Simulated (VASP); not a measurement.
Write the native input for VASP 6.6.1 that does the following.

| Item | Value |
| --- | --- |
| Task | single point |
| Functional | PBE |
| Potentials or basis | VASP PAW PBE potentials, release 64 (Co, Si) |
| Cutoff | 520 eV |
| k mesh | 8 × 8 × 8 |
| Occupations | gaussian, width 0.1 eV |
| Spin | no spin polarisation |
| Dipole correction | no |
| Further INCAR settings | ALGO = Normal; EDIFF = 1e-07; NBANDS = 36 |

The structure of CoSi lies in POSCAR:

```
CoSi
1.0
    4.4306292045      0.0000000000      0.0000000000
    0.0000000000      4.4306292045      0.0000000000
    0.0000000000      0.0000000000      4.4306292045
Co Si
4 4
Direct
    0.1450177737      0.1450177737      0.1450177737
    0.6450177737      0.3549822263      0.8549822263
    0.8549822263      0.6450177737      0.3549822263
    0.3549822263      0.8549822263      0.6450177737
    0.8431781638      0.8431781638      0.8431781638
    0.3431781638      0.6568218362      0.1568218362
    0.1568218362      0.3431781638      0.6568218362
    0.6568218362      0.1568218362      0.3431781638
```

The input as run:

INCAR

```
SYSTEM = CoSi
PREC = Accurate
ENCUT = 520
EDIFF = 1E-7
ISMEAR = 0
SIGMA = 0.1
LREAL = .False.
LASPH = .True.
NELM = 100
ALGO = Normal
ISIF = 2
LWAVE = .False.
LCHARG = .True.
GGA = PE
LELF = .True.
LVHAR = .True.
NBANDS = 36
```

KPOINTS

```
Automatic mesh
0
Gamma
  8 8 8
  0 0 0
```

Potentials or basis: VASP PAW PBE potentials, release 64 (Co, Si).

Launch:

```console
$ cat potpaw_PBE.64/Co/POTCAR potpaw_PBE.64/Si/POTCAR > POTCAR
$ mpirun -np 1 vasp_std > vasp.out
```

It gave:

```
Pressure               : -0.1 GPa
Band gap on the k mesh : zero (bands 26 and 27 overlap by 0.21 eV)
```

Caveat: the run has no spin polarisation, though such a crystal can be magnetic.

Wall time 3.7 min on 1 thread of Intel Xeon 8259CL, with other jobs on the host, peak memory 0.27 GiB.
